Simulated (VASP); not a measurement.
Input of a VASP 6.6.1 run:

The input INCAR:

```
PREC = Accurate
ENCUT = 520
EDIFF = 1E-7
ISMEAR = -1
SIGMA = 0.1
LREAL = False
LASPH = True
NELM = 100
ALGO = Normal
ISIF = 2
LWAVE = False
LCHARG = False
GGA = PS
IBRION = 2
NSW = 80
EDIFFG = -0.03
```

KPOINTS

```
Automatic mesh
0
Gamma
  3 2 3
```

POSCAR

```
Mg
1.0
    6.4200000000      0.0000000000      0.0000000000
   -4.8150000000      8.3398250000      0.0000000000
    0.0000000000      0.0000000000      5.2130400000
Mg
13
Direct
    0.0000000000      0.0000000000      0.0000000000
    0.1666666600      0.2222222100      0.5000000000
   -0.0000000100      0.3333333200      0.0000000000
    0.1666666500      0.5555555300      0.5000000000
   -0.0000000200      0.6666666400      0.0000000000
    0.1666666400      0.8888888500      0.5000000000
    0.5000000000      0.0000000000      0.0000000000
    0.6666666600      0.2222222100      0.5000000000
    0.4999999900      0.3333333200      0.0000000000
    0.6666666500      0.5555555300      0.5000000000
    0.4999999800      0.6666666400      0.0000000000
    0.6666666400      0.8888888500      0.5000000000
    0.3405982300      0.1046790000      0.2527033800
```

Potentials or basis: VASP PAW PBE potentials, release 64 (Mg).

Launch:

```console
$ cat potpaw_PBE.64/Mg/POTCAR > POTCAR
$ mpirun -np 1 vasp_std > vasp.out
```

Task: Predict the band gap on the k mesh.

Result: Zero (bands 13 and 14 overlap by 0.45 eV).

Task: Predict the energy gained by relaxing.

Result: 302.9 meV/atom.

Stress tensor (GPa, compression positive):
```
3.03 0.51 0.34
0.51 3.03 0.62
0.34 0.62 5.37
```

Caveat: the k points lie up to 0.40 Å⁻¹ apart; the PAW data sets were made with another functional, which shifts forces and pressure a little.
